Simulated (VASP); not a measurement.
Input of a VASP 6.6.1 run:

INCAR

```
SYSTEM = Ge
  PREC = Accurate
  ENCUT = 520
  EDIFF = 1E-6
  ISMEAR = 0
  SIGMA = 0.15
  LREAL = .False.
  LASPH = .True.
  NELM = 80
  ALGO = Normal
  ISIF = 2
  LWAVE = .False.
  LCHARG = .True.
  GGA = PS
  LVHAR = .True.
  NBANDS = 66
  KPAR = 4
```

The input KPOINTS:

```
Automatic mesh
0
Gamma
  12 12 4
  0 0 0
```

Contents of POSCAR:

```
Ge
1.0
    4.1843518988      0.0000000000      0.0000000000
   -2.0921759494      3.3116613070      0.0000000000
    0.0000000000      0.0000000000     13.1450496090
Ge
8
Direct
    0.0000000000      0.0000000000      0.4068073295
    0.0000000000      0.0000000000      0.5931926705
    0.0000000000      0.0000000000      0.9068073295
    0.0000000000      0.0000000000      0.0931926705
    0.3333333333      0.6666666667      0.3441392333
    0.6666666667      0.3333333333      0.6558607667
    0.6666666667      0.3333333333      0.8441392333
    0.3333333333      0.6666666667      0.1558607667
```

Potentials or basis: VASP PAW PBE potentials, release 64 (Ge_d).

The run is started by

```sh
$ cat potpaw_PBE.64/Ge_d/POTCAR > POTCAR
$ mpirun -np 4 vasp_std > vasp.out
```

Problem. Predict the largest force.

Solution. 0.786 eV/Å.

Problem. Estimate the pressure.

Solution. 0.5 GPa.

Problem. What does it give for the band gap on the k mesh?

Solution. Zero (bands 56 and 57 overlap by 0.19 eV).

Stress tensor (GPa, compression positive):
```
-5.36  0.00  0.00
 0.00  6.91  0.00
 0.00  0.00  0.01
```

Caveat: the cell differs from its parent crystal (strain +0.0450 x Voigt [1, -1, 0, 0, 0, 0]); the stress differs along the axes, from -5 to 7 GPa; semilocal functionals underestimate gaps, and a narrow one can read as zero; the PAW data sets were made with another functional, which shifts forces and pressure a little.
